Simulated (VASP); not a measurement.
# B3C2 (P6_3/m) in VASP: a series of runs, part 3 of 3

VASP 6.6.1. The steps go on from the part before.

### Step 6. Relaxation of cell and atoms, PBE

Contents of INCAR:

```
PREC = Accurate
ENCUT = 600
EDIFF = 1E-6
ISMEAR = 0
SIGMA = 0.1
LREAL = False
LASPH = True
NELM = 60
ALGO = Normal
ISIF = 3
LWAVE = False
LCHARG = False
GGA = PE
IBRION = 2
NSW = 90
EDIFFG = -0.04
```

Contents of KPOINTS:

```
Automatic mesh
0
Gamma
  6 6 4
```

Contents of POSCAR:

```
B3C2
1.0
    3.9475886245      0.0000000000      0.0000000000
   -1.9737943122      3.4187120325      0.0000000000
    0.0000000000      0.0000000000      5.1026353822
B C
6 4
Direct
    0.7123412430      0.6520301309      0.2500000000
    0.6520301309      0.9396888879      0.7500000000
    0.9396888879      0.2876587570      0.2500000000
    0.0603111121      0.7123412430      0.7500000000
    0.2876587570      0.3479698691      0.7500000000
    0.3479698691      0.0603111121      0.2500000000
    0.6666666667      0.3333333333      0.7500000000
    0.3333333333      0.6666666667      0.2500000000
    0.0000000000      0.0000000000      0.5000000000
    0.0000000000      0.0000000000      0.0000000000
```

Potentials or basis: VASP PAW PBE potentials, release 64 (B, C).

Launch:

```
cat potpaw_PBE.64/B/POTCAR potpaw_PBE.64/C/POTCAR > POTCAR
mpirun -np 1 vasp_std > vasp.out
```

OUTCAR:

```text
PREC = Accurate
   ENCUT = 600
   EDIFF = 1E-6
   ISMEAR = 0
   LREAL = False
   LASPH = True
   NELM = 60
   ISIF = 3
   GGA = PE
   IBRION = 2
   NSW = 90
   EDIFFG = -0.04

 ion  position               nearest neighbor table
   1  0.712  0.652  0.250-   8 1.53   9 1.80  10 1.80   3 2.04   6 2.04
   2  0.652  0.940  0.750-   7 1.53   9 1.80  10 1.80   5 2.04   4 2.04
   3  0.940  0.288  0.250-   8 1.53   9 1.80  10 1.80   1 2.04   6 2.04
   4  0.060  0.712  0.750-   7 1.53   9 1.80  10 1.80   5 2.04   2 2.04
   5  0.288  0.348  0.750-   7 1.53   9 1.80  10 1.80   4 2.04   2 2.04
   6  0.348  0.060  0.250-   8 1.53   9 1.80  10 1.80   1 2.04   3 2.04
   7  0.667  0.333  0.750-   2 1.53   4 1.53   5 1.53
   8  0.333  0.667  0.250-   6 1.53   3 1.53   1 1.53
   9  0.000  0.000  0.500-   3 1.80   4 1.80   2 1.80   6 1.80   5 1.80   1 1.80
  10  0.000  0.000  0.000-   3 1.80   4 1.80   2 1.80   6 1.80   5 1.80   1 1.80

  LATTYP: Found a hexagonal cell.
 ALAT       =     3.9475886245
 C/A-ratio  =     1.2925955229

  Lattice vectors:

 A1 = (   3.9475886245,   0.0000000000,   0.0000000000)
 A2 = (  -1.9737943122,   3.4187120325,   0.0000000000)
 A3 = (   0.0000000000,   0.0000000000,   5.1026353822)

Analysis of symmetry for initial positions (statically):
=====================================================================
 Subroutine PRICEL returns:
 Original cell was already a primitive cell.

 Routine SETGRP: Setting up the symmetry group for a
 hexagonal supercell.

 Subroutine GETGRP returns: Found 12 space group operations
 (whereof  6 operations were pure point group operations)
 out of a pool of 24 trial point group operations.

The static configuration has the point symmetry S_6 .
 The point group associated with its full space group is C_6h.

Analysis of symmetry for dynamics (positions and initial velocities):
=====================================================================
 Subroutine PRICEL returns:
 Original cell was already a primitive cell.

[... 131 lines left out ...]
   POTIM  = 0.5000    time-step for ionic-motion
   TEBEG  =    0.0;   TEEND  =   0.0 temperature during run
   PSTRESS=    0.0 pullay stress
   NELECT =      34.0000    total number of electrons
   NUPDOWN=      -1.0000    fix difference up-down
   EMIN   =  10.00;   EMAX   =-10.00  energy-range for DOS
   EFERMI =   0.00;   METHOD = LEGACY
   ISMEAR =     0;   SIGMA  =   0.10  broadening in eV -4-tet -1-fermi 0-gaus
   EFERMI_NEDOS =   21; number of points for ismear=-14 and -15
   IALGO  =     38    algorithm
   IMIX   =      4    mixing-type and parameters
     AMIX     =   0.40;   BMIX     =  1.00
     AMIX_MAG =   1.60;   BMIX_MAG =  1.00
  volume/ion in A,a.u.               =       6.89        46.47
  Fermi-wavevector in a.u.,A,eV,Ry     =   1.293912  2.445140 22.778995  1.674209
  Thomas-Fermi vector in A             =   2.425528
   LORBIT       =      0    0 simple, 1 ext, 2 COOP (PROOUT), +10 PAW based schemes
   GGA     = PE    functional components
   LHFCALC =     F    Hartree Fock is set to
   AEXX    =    0.0000 exact exchange contribution
   IVDW    =     0    specifies the selected vdW correction
   LEPSILON=     F    determine dielectric tensor
   LRPA    =     F    only Hartree local field effects (RPA)
 conjugate gradient relaxation of ions
 non-spin polarized calculation
 Gauss-broadening in eV      SIGMA  =   0.10
  energy-cutoff  :      600.00
  volume of cell :       68.86
 maximum number of plane-waves:      2328
   NGX = 15   NGY = 15   NGZ = 21

--------------------------------------- Ionic step        1  -------------------------------------------

 number of electron      34.0000001 magnetization

 Free energy of the ion-electron system (eV)
  ---------------------------------------------------
  ext. energy  EPLUGINS =         0.00000000
  ---------------------------------------------------
  free energy    TOTEN  =       -65.88099620 eV

  energy without entropy =      -65.86934045  energy(sigma->0) =      -65.87516833

------------------------ aborting loop because EDIFF is reached ----------------------------------------

  FORCE on cell =-STRESS in cart. coord.  units (eV):
  Direction    XX          YY          ZZ          XY          YZ          ZX
  --------------------------------------------------------------------------------------
  -------------------------------------------------------------------------------------
  Total        0.3519909      0.3519909     -0.5090981     -0.0000002     -0.0000000      0.0000000
  in kB        8.1894187      8.1894187    -11.8446741     -0.0000056     -0.0000000      0.0000000
  external PRESSURE =       1.5113878 kB  Pullay stress =       0.0000000 kB
[... 119 lines left out ...]
--------------------------------------- Ionic step        4  -------------------------------------------

 number of electron      34.0000000 magnetization

 Free energy of the ion-electron system (eV)
  ---------------------------------------------------
  ext. energy  EPLUGINS =         0.00000000
  ---------------------------------------------------
  free energy    TOTEN  =       -65.88323671 eV

  energy without entropy =      -65.87118546  energy(sigma->0) =      -65.87721109

 E-fermi :   7.3941     XC(G=0): -12.1894

 val. band max:        7.3919133680   @ k =   0.1667   0.1667   0.2500
 cond. band min:       7.4474218322   @ k =   0.3333   0.0000   0.5000
 fundamental gap:      0.0555084642
 Fermi energy:         7.3941296741

 k-point     1 :       0.0000    0.0000    0.0000
  band No.  band energies     occupation
      1     -10.6228      2.00000
      2      -6.9620      2.00000
      3      -5.2521      2.00000
      4      -3.1470      2.00000
      5      -0.9797      2.00000
      6      -0.7547      2.00000
[... 650 lines left out ...]
  FREE ENERGIE OF THE ION-ELECTRON SYSTEM (eV)
  ---------------------------------------------------
  free  energy   TOTEN  =       -65.8832367077 eV

  energy  without entropy=      -65.8711854629  energy(sigma->0) =      -65.87721109

 reached required accuracy - stopping structural energy minimisation
```

CONTCAR:

```text
B3C2
   1.00000000000000
     3.9547961692875875    0.0000000152261001    0.0000000000000000
    -1.9773980977797094    3.4249539417718742    0.0000000000000000
     0.0000000000000000   -0.0000000000000000    5.0832680444118363
  B               C
     6     4
Direct
     0.7122096965800619    0.6535400589554543    0.2500000000000000
     0.6535400589554542    0.9413303623753853    0.7500000000000000
     0.9413303623753853    0.2877903034199381    0.2500000000000000
     0.0586696376246148    0.7122096965800619    0.7500000000000000
     0.2877903034199381    0.3464599410445457    0.7500000000000000
     0.3464599410445457    0.0586696376246148    0.2500000000000000
     0.6666666667000030    0.3333333332999970    0.7500000000000000
     0.3333333332999970    0.6666666667000030    0.2500000000000000
     1.0000000000000000    1.0000000000000000    0.5000000000000000
     1.0000000000000000    1.0000000000000000    1.0000000000000000

  0.00000000E+00  0.00000000E+00  0.00000000E+00
  0.00000000E+00  0.00000000E+00  0.00000000E+00
  0.00000000E+00  0.00000000E+00  0.00000000E+00
  0.00000000E+00  0.00000000E+00  0.00000000E+00
  0.00000000E+00  0.00000000E+00  0.00000000E+00
  0.00000000E+00  0.00000000E+00  0.00000000E+00
  0.00000000E+00  0.00000000E+00  0.00000000E+00
  0.00000000E+00  0.00000000E+00  0.00000000E+00
  0.00000000E+00  0.00000000E+00  0.00000000E+00
  0.00000000E+00  0.00000000E+00  0.00000000E+00
```

Wall time 40 s (1 thread of Intel Xeon 6975P-C (Granite Rapids), shared host); peak memory 0.21 GiB.

What came out:

```yaml
Free_energy: -65.8832 eV
Relaxed_volume: 6.89 Å³/atom
Relaxed_cell: a = 3.955 Å, b = 3.955 Å, c = 5.083 Å, α = 90.00°, β = 90.00°, γ = 120.00°
Space_group_after_relaxing_to_0.1_Å: P6_3/m (No. 176)
Energy_gained_by_relaxing: 0.2 meV/atom
Ionic_steps: 4
Pressure_after_relaxing: 0.5 GPa
Largest_force_after_relaxing: 0.027 eV/Å
Band_gap_on_the_k_mesh: zero (bands 17 and 18 overlap by 1.63 eV)
```

Forces in eV/Å, atoms in the order of the input:
```
B    0.026  0.006  0.000
B    0.019 -0.019  0.000
B   -0.008 -0.026  0.000
B    0.008  0.026  0.000
B   -0.026 -0.006  0.000
B   -0.019  0.019  0.000
C    0.000  0.000  0.000
C    0.000  0.000  0.000
C    0.000  0.000  0.000
C    0.000  0.000  0.000
```

Step by step:
```
step  energy change (eV)  largest force (eV/Å)  pressure (GPa)  volume (Å³)
   1              0.0000                0.0490            0.15        68.86
   2             -0.0018                0.0530           -0.19        68.93
   3             -0.0019                0.0549           -0.25        68.94
   4             -0.0022                0.0269            0.48        68.85
```

Final structure:
```
B C
1.0
     3.95480    0.00000    0.00000
    -1.97740    3.42495    0.00000
     0.00000    0.00000    5.08327
B C
6 4
Cartesian
  1.5243 2.2383 1.2708
  0.7232 3.2240 3.8125
  3.1537 0.9857 1.2708
  -1.1763 2.4393 3.8125
  0.4531 1.1866 3.8125
  1.2542 0.2009 1.2708
  1.9774 1.1417 3.8125
  0.0000 2.2833 1.2708
  1.9774 3.4250 2.5416
  1.9774 3.4250 5.0833
```

Levels at points of the mesh, in eV from the Fermi level:
| k point | band 13 | band 14 | band 15 | band 16 | band 17 | band 18 | band 19 | band 20 | band 21 | band 22 |
| --- | --- | --- | --- | --- | --- | --- | --- | --- | --- | --- |
| (0.00, 0.00, 0.00) | -4.22 | -3.72 | -3.72 | -2.89 | -2.12 | -0.86 | -0.86 | 0.92 | 2.72 | 2.72 |
| (0.50, 0.00, 0.00) | -2.30 | -2.17 | -2.08 | -1.81 | -1.38 | 1.67 | 2.08 | 2.41 | 3.76 | 4.35 |
| (0.00, 0.00, 0.50) | -4.67 | -4.67 | -4.67 | -4.67 | 0.49 | 0.49 | 2.12 | 2.12 | 2.12 | 2.12 |
| (0.50, 0.00, 0.50) | -2.63 | -2.63 | -1.92 | -1.92 | 0.08 | 0.08 | 2.02 | 2.02 | 3.69 | 3.69 |

### Step 7. Summary

| task | cell | k mesh | cutoff (eV) | gap on the mesh (eV) | pressure (GPa) | relaxed volume (Å³/atom) | largest force (eV/Å) |
| --- | --- | --- | --- | --- | --- | --- | --- |
| single point | a = 3.948, b = 3.948, c = 5.103 Å, angles 90.0, 90.0, 120.0°, 10 atoms, atomic positions A | 3 × 3 × 6 | 520 | none | 0.2 | - | 0.03 |
| single point | a = 5.911, b = 5.911, c = 3.648 Å, angles 90.0, 90.0, 120.0°, 10 atoms, atomic positions B | 3 × 3 × 6 | 520 | none | -38.2 | - | 0.72 |
| single point | a = 3.958, b = 3.958, c = 5.090 Å, angles 90.0, 90.0, 120.0°, 10 atoms, atomic positions A | 6 × 6 × 4 | 520 | none | 0.0 | - | 0.02 |
| relaxation of cell and atoms | relaxed from a = 5.911, b = 5.911, c = 3.648 Å, angles 90.0, 90.0, 120.0°, 10 atoms, atomic positions B | 3 × 3 × 6 | 600 | none | -0.3 | 6.87 | 0.01 |
| relaxation of cell and atoms | relaxed from a = 3.948, b = 3.948, c = 5.103 Å, angles 90.0, 90.0, 120.0°, 10 atoms, atomic positions A | 6 × 6 × 4 | 600 | none | 0.5 | 6.89 | 0.03 |

Alike in all rows: level PBE; potentials or basis VASP PAW PBE potentials, release 64 (B, C); no spin polarisation; smearing gaussian 0.1 eV.

Caveats: some runs use coarse meshes; the volume moved by over 15 % at a fixed basis, so the end points are rough (at least some runs).

Absolute energies hang on the potentials; compare differences alone.
